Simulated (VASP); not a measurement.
# Ti (P6_3/mmc) in VASP: a series of runs, part 2 of 2

VASP 6.6.1. The steps go on from the part before.

### 4 Single point, PBE

This run uses another cell than the first one, of 17.64 Å³/atom, 1.064 times its volume.

Input file INCAR:

```
SYSTEM = Ti
ALGO = Normal ; EDIFF = 1E-6
ENCUT = 520 ; GGA = PE
ISIF = 2 ; ISMEAR = 1
LASPH = .TRUE. ; LCHARG = .FALSE.
LREAL = .FALSE. ; LWAVE = .FALSE.
NBANDS = 19 ; NELM = 100
PREC = Accurate ; SIGMA = 0.1
```

Input file KPOINTS:

```
k-points
0
G
  11 11 6
  0 0 0
```

Input file POSCAR:

```
Ti
1.0
    2.9500000000      0.0000000000      0.0000000000
   -1.4750000000      2.5547749400      0.0000000000
    0.0000000000      0.0000000000      4.6800000000
Ti
2
Direct
    0.3333333333      0.6666666667      0.2500000000
    0.6666666667      0.3333333333      0.7500000000
```

Potentials or basis: VASP PAW PBE potentials, release 64 (Ti_sv).

On the command line:

```
$ cat potpaw_PBE.64/Ti_sv/POTCAR > POTCAR
$ mpirun -np 1 vasp_std > vasp.out
```

OUTCAR:

```text
SYSTEM = Ti
   EDIFF = 1E-6
   ENCUT = 520
   GGA = PE
   ISIF = 2
   ISMEAR = 1
   LASPH = .TRUE.
   LREAL = .FALSE.
   NELM = 100
   PREC = Accurate

 ion  position               nearest neighbor table
   1  0.333  0.667  0.250-   2 2.89   2 2.89   2 2.89   2 2.89   2 2.89   2 2.89
   2  0.667  0.333  0.750-   1 2.89   1 2.89   1 2.89   1 2.89   1 2.89   1 2.89

  LATTYP: Found a hexagonal cell.
 ALAT       =     2.9500000000
 C/A-ratio  =     1.5864406780

  Lattice vectors:

 A1 = (   2.9500000000,   0.0000000000,   0.0000000000)
 A2 = (  -1.4750000000,   2.5547749400,   0.0000000000)
 A3 = (   0.0000000000,   0.0000000000,   4.6800000000)

Analysis of symmetry for initial positions (statically):
=====================================================================
 Subroutine PRICEL returns:
 Original cell was already a primitive cell.

 Routine SETGRP: Setting up the symmetry group for a
 hexagonal supercell.

 Subroutine GETGRP returns: Found 24 space group operations
 (whereof 12 operations were pure point group operations)
 out of a pool of 24 trial point group operations.

[... 156 lines left out ...]

 Free energy of the ion-electron system (eV)
  ---------------------------------------------------
  ext. energy  EPLUGINS =         0.00000000
  ---------------------------------------------------
  free energy    TOTEN  =       -15.66584762 eV

  energy without entropy =      -15.66505443  energy(sigma->0) =      -15.66558322

 E-fermi :   8.1877     XC(G=0): -11.4259

 val. band max:        8.1800719341   @ k =   0.0909   0.0000   0.1667
 cond. band min:       8.2048621902   @ k =   0.0909   0.0909   0.0000
 fundamental gap:      0.0247902562
 Fermi energy:         8.1876727611

 k-point     1 :       0.0000    0.0000    0.0000
  band No.  band energies     occupation
      1     -48.7130      2.00000
      2     -48.5853      2.00000
      3     -25.2823      2.00000
      4     -24.6690      2.00000
      5     -24.6690      2.00000
      6     -24.6111      2.00000
[... 505 lines left out ...]
      6     -24.7300      2.00000
[... 11 lines left out ...]
     18      10.4290      0.00000
     19      11.4432      0.00000

 [... further k-points ...]
[... 5 lines left out ...]
  --------------------------------------------------------------------------------------
  -------------------------------------------------------------------------------------
  Total       -0.3849164     -0.3849164     -0.3800205      0.0000000     -0.0000000      0.0000000
  in kB      -17.4846298    -17.4846298    -17.2622355      0.0000000     -0.0000000      0.0000000
  external PRESSURE =     -17.4104984 kB  Pullay stress =       0.0000000 kB

 VOLUME and BASIS-vectors are now :
 -----------------------------------------------------------------------------
  energy-cutoff  :      520.00
  volume of cell :       35.27
      direct lattice vectors                 reciprocal lattice vectors
     2.950000000  0.000000000  0.000000000     0.338983051  0.195711956  0.000000000
    -1.475000000  2.554774940  0.000000000     0.000000000  0.391423911  0.000000000
     0.000000000  0.000000000  4.680000000     0.000000000  0.000000000  0.213675214

 POSITION                                       TOTAL-FORCE (eV/Angst)
 -----------------------------------------------------------------------------------
     -0.00000      1.70318      1.17000         0.000000     -0.000000      0.000000
      1.47500      0.85159      3.51000        -0.000000      0.000000      0.000000
 -----------------------------------------------------------------------------------
    total drift:                                0.000000     -0.000000      0.000000

  FREE ENERGIE OF THE ION-ELECTRON SYSTEM (eV)
  ---------------------------------------------------
  free  energy   TOTEN  =       -15.6658476157 eV

  energy  without entropy=      -15.6650544337  energy(sigma->0) =      -15.66558322
```

OSZICAR:

```text
N       E                     dE             d eps       ncg     rms          rms(c)
DAV:   1     0.264036104699E+03    0.26404E+03   -0.13092E+04  2448   0.157E+03
DAV:   2     0.127570084772E+02   -0.25128E+03   -0.24720E+03  2513   0.441E+02
DAV:   3    -0.164187545546E+02   -0.29176E+02   -0.28842E+02  4481   0.124E+02
DAV:   4    -0.177435500985E+02   -0.13248E+01   -0.13224E+01  2786   0.271E+01
DAV:   5    -0.178049728452E+02   -0.61423E-01   -0.61418E-01  3630   0.422E+00    0.117E+01
DAV:   6    -0.156657622288E+02    0.21392E+01   -0.78192E+00  2821   0.279E+01    0.289E+00
DAV:   7    -0.156485490491E+02    0.17213E-01   -0.70021E-01  3658   0.607E+00    0.206E+00
DAV:   8    -0.156737275723E+02   -0.25179E-01   -0.19999E-01  2693   0.515E+00    0.688E-01
DAV:   9    -0.156654749647E+02    0.82526E-02   -0.47742E-02  2778   0.215E+00    0.695E-02
DAV:  10    -0.156657713126E+02   -0.29635E-03   -0.27201E-03  3507   0.306E-01    0.835E-02
DAV:  11    -0.156658579708E+02   -0.86658E-04   -0.19246E-04  2888   0.954E-02    0.313E-02
DAV:  12    -0.156658459269E+02    0.12044E-04   -0.41744E-05  3194   0.454E-02    0.968E-03
DAV:  13    -0.156658470437E+02   -0.11168E-05   -0.13384E-06  1857   0.110E-02    0.910E-04
DAV:  14    -0.156658476157E+02   -0.57203E-06   -0.19571E-07  1294   0.399E-03
   1 F= -.15665848E+02 E0= -.15665583E+02  d E =-.793182E-03
```

stdout:

```text
POSCAR found type information on POSCAR Ti
 POSCAR found :  1 types and       2 ions
 scaLAPACK will be used
 LDA part: xc-table for (Slater+PW92), standard interpolation
 POSCAR, INCAR and KPOINTS ok, starting setup
 FFT: planning ... GRIDC
 FFT: planning ... GRID_SOFT
 FFT: planning ... GRID
 WAVECAR not read
 entering main loop
```

It took 22 s on 1 thread of Intel Xeon Platinum 8488C (Sapphire Rapids), shared host; peak memory 0.17 GiB.

Results:

* Free energy: -15.6658 eV
* Pressure: -1.7 GPa
* Band gap on the k mesh: zero (band 12 reaches 8.94 eV, above the bottom of band 13 at 7.93 eV)

Levels at points of the mesh, in eV from the Fermi level:
| k point | band 10 | band 11 | band 12 | band 13 | band 14 | band 15 |
| --- | --- | --- | --- | --- | --- | --- |
| (0.00, 0.00, 0.00) | -2.67 | 0.70 | 0.75 | 0.75 | 0.85 | 1.24 |
| (0.00, 0.00, 0.50) | -4.35 | 0.06 | 0.06 | 0.66 | 0.66 | 0.66 |

### 5 Single point, PBE

This run uses another cell than the first one, of 18.16 Å³/atom, 1.096 times its volume.

Input file INCAR:

```
SYSTEM = Ti
PREC = Accurate
ENCUT = 520
EDIFF = 1E-7
ISMEAR = 1
SIGMA = 0.1
LREAL = .False.
LASPH = .True.
NELM = 60
ALGO = Normal
ISIF = 2
LWAVE = .False.
LCHARG = .False.
GGA = PE
NBANDS = 19
```

Input file KPOINTS:

```
Automatic mesh
0
Gamma
  11 11 6
  0 0 0
```

Input file POSCAR:

```
Ti
1.0
    2.9792098204      0.0000000000      0.0000000000
   -1.4896049102      2.5800713865      0.0000000000
    0.0000000000      0.0000000000      4.7263396474
Ti
2
Direct
    0.3333333333      0.6666666667      0.2500000000
    0.6666666667      0.3333333333      0.7500000000
```

On the command line:

```
$ cat potpaw_PBE.64/Ti_sv/POTCAR > POTCAR
$ mpirun -np 1 vasp_std > vasp.out
```

It took 24 s on 1 thread of Intel Xeon Platinum 8488C (Sapphire Rapids), shared host; peak memory 0.17 GiB.

Results (log left out):

```yaml
Free_energy: -15.6448 eV
Pressure: -4.7 GPa
Band_gap_on_the_k_mesh: zero (band 12 reaches 8.62 eV, above the bottom of band 13 at 7.62 eV)
```

Levels at points of the mesh, in eV from the Fermi level:
```
           k point  band 10  band 11  band 12  band 13  band 14  band 15
(0.00, 0.00, 0.00)    -2.59     0.64     0.74     0.74     0.83     1.20
(0.00, 0.00, 0.50)    -4.31     0.07     0.07     0.65     0.65     0.65
```

### 6 Single point, PBE

This run uses another cell than the first one, of 18.69 Å³/atom, 1.128 times its volume.

Input file INCAR:

```
SYSTEM = Ti
PREC = Accurate
ENCUT = 520
EDIFF = 1E-6
ISMEAR = 1
SIGMA = 0.1
LREAL = .False.
LASPH = .True.
NELM = 100
ALGO = Normal
ISIF = 2
LWAVE = .False.
LCHARG = .True.
GGA = PE
LELF = .True.
LVHAR = .True.
NBANDS = 19
```

Input file KPOINTS:

```
regular mesh
0
Gamma
  11 11 6
  0 0 0
```

Input file POSCAR:

```
Ti
1.0
    3.0078578261      0.0000000000      0.0000000000
   -1.5039289131      2.6048812872      0.0000000000
    0.0000000000      0.0000000000      4.7717880089
Ti
2
Direct
    0.3333333333      0.6666666667      0.2500000000
    0.6666666667      0.3333333333      0.7500000000
```

Potentials or basis: VASP PAW PBE potentials, release 64 (Ti_sv).

On the command line:

```
$ cat potpaw_PBE.64/Ti_sv/POTCAR > POTCAR
$ mpirun -np 1 vasp_std > vasp.out
```

Run time: 21 s. Hardware: 1 thread of Intel Xeon Platinum 8488C (Sapphire Rapids), shared host; peak memory 0.17 GiB.

It converged, with:

```
Free energy            : -15.6058 eV
Pressure               : -7.2 GPa
Band gap on the k mesh : zero (band 12 reaches 8.31 eV, above the bottom of band 13 at 7.32 eV)
```

Levels at points of the mesh, in eV from the Fermi level:
```
           k point  band 10  band 11  band 12  band 13  band 14  band 15
(0.00, 0.00, 0.00)    -2.52     0.58     0.72     0.72     0.81     1.16
(0.00, 0.00, 0.50)    -4.27     0.07     0.07     0.64     0.64     0.64
```

### 7 The runs side by side

| cell | gap on the mesh (eV) | pressure (GPa) |
| --- | --- | --- |
| a = 2.890, b = 2.890, c = 4.584 Å, angles 90.0, 90.0, 120.0°, 2 atoms | none | 5.4 |
| a = 2.920, b = 2.920, c = 4.633 Å, angles 90.0, 90.0, 120.0°, 2 atoms | none | 1.6 |
| a = 2.950, b = 2.950, c = 4.680 Å, angles 90.0, 90.0, 120.0°, 2 atoms | none | -1.7 |
| a = 2.979, b = 2.979, c = 4.726 Å, angles 90.0, 90.0, 120.0°, 2 atoms | none | -4.7 |
| a = 3.008, b = 3.008, c = 4.772 Å, angles 90.0, 90.0, 120.0°, 2 atoms | none | -7.2 |

Alike in all rows: task single point; level PBE; potentials or basis VASP PAW PBE potentials, release 64 (Ti_sv); no spin polarisation; k mesh 11 × 11 × 6; cutoff (eV) 520; smearing methfessel-paxton 0.1 eV.

Absolute energies hang on the potentials; compare differences alone.
